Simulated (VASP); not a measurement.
Wanted: the native input for a VASP 6.6.1 run.

| Quantity | Value |
| --- | --- |
| Task | single point |
| Functional | PBE |
| Potentials or basis | VASP PAW PBE potentials, release 64 (Zn, Fe) |
| Cutoff | 600 eV |
| k mesh | 10 × 10 × 10 |
| Occupations | gaussian, width 0.1 eV |
| Spin | collinear spin, ferromagnetic start |
| Starting moments | [0.0, 0.0, 2.47, 2.47, 2.47, 2.47] μB |
| Dipole correction | no |
| Further INCAR settings | ALGO = Normal; EDIFF = 1e-06; NBANDS = 41 |

The structure of ZnFe2 lies in POSCAR:

```
ZnFe2
1.0
    0.0000000000      3.3649341447      3.3649341447
    3.3649341447      0.0000000000      3.3649341447
    3.3649341447      3.3649341447      0.0000000000
Zn Fe
2 4
Direct
    0.5000000000      0.5000000000      0.5000000000
    0.7500000000      0.7500000000      0.7500000000
    0.1250000000      0.1250000000      0.1250000000
    0.6250000000      0.1250000000      0.1250000000
    0.1250000000      0.1250000000      0.6250000000
    0.1250000000      0.6250000000      0.1250000000
```

These files were run (other wordings do the same):

INCAR

```
PREC = Accurate
ENCUT = 600
EDIFF = 1E-6
ISMEAR = 0
SIGMA = 0.1
LREAL = F
LASPH = T
NELM = 200
ALGO = Normal
ISIF = 2
LWAVE = F
LCHARG = F
ISPIN = 2
MAGMOM = 0 0 2.47 2.47 2.47 2.47
LORBIT = 11
LMAXMIX = 4
GGA = PE
NBANDS = 41
GGA_COMPAT = F
```

KPOINTS

```
regular mesh
0
Gamma
  10 10 10
```

Potentials or basis: VASP PAW PBE potentials, release 64 (Zn, Fe).

Command:

```bash
$ cat potpaw_PBE.64/Zn/POTCAR potpaw_PBE.64/Fe/POTCAR > POTCAR
$ mpirun -np 1 vasp_std > vasp.out
```

It gave:

| Quantity | Value |
| --- | --- |
| Pressure | 0.0 GPa |
| Net moment | 7.90 μB per cell |
| Site moments | Zn -0.08; Fe +2.01 μB |
| Valence electrons inside the program's atomic spheres | Zn 10.74; Fe 7.31 |

Wall time 12 min on 1 thread of Intel Xeon 8259CL (shared host), peak memory 0.46 GiB.
